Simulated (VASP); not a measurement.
Runs of VASP 6.6.1 on Ru. The structure is that of space group P6_3/mmc (No. 194), or close to it. The cells are those of the table. 

```csv
cell,gap on the mesh (eV),pressure (GPa)
"a = 2.706, b = 2.706, c = 4.282 Å, angles 90.0, 90.0, 120.0°, 2 atoms",none,-6.3
"a = 2.651, b = 2.651, c = 4.195 Å, angles 90.0, 90.0, 120.0°, 2 atoms",none,16.4
"a = 2.733, b = 2.733, c = 4.282 Å, angles 90.0, 90.0, 120.0°, 2 atoms",none,-12.2
"a = 2.724, b = 2.724, c = 4.310 Å, angles 90.0, 90.0, 120.0°, 2 atoms",none,(a)
"a = 2.741, b = 2.741, c = 4.338 Å, angles 90.0, 90.0, 120.0°, 2 atoms",none,(b)
```

Alike in all rows: task electric field gradients; level PBEsol; potentials or basis VASP PAW PBE potentials, release 64 (Ru_pv); no spin polarisation; k mesh 14 × 14 × 8; cutoff (eV) 520; smearing fermi-dirac 0.03 eV.

Q: Fill in the values left out.

A: (a) -12.3; (b) -17.7.

Caveats: the PAW data sets were made with another functional, which shifts forces and pressure a little.

A k mesh can miss the band edges, and the runs leave out spin-orbit coupling on Ru.

A gap of «none» marks levels without a gap at the run's occupations.
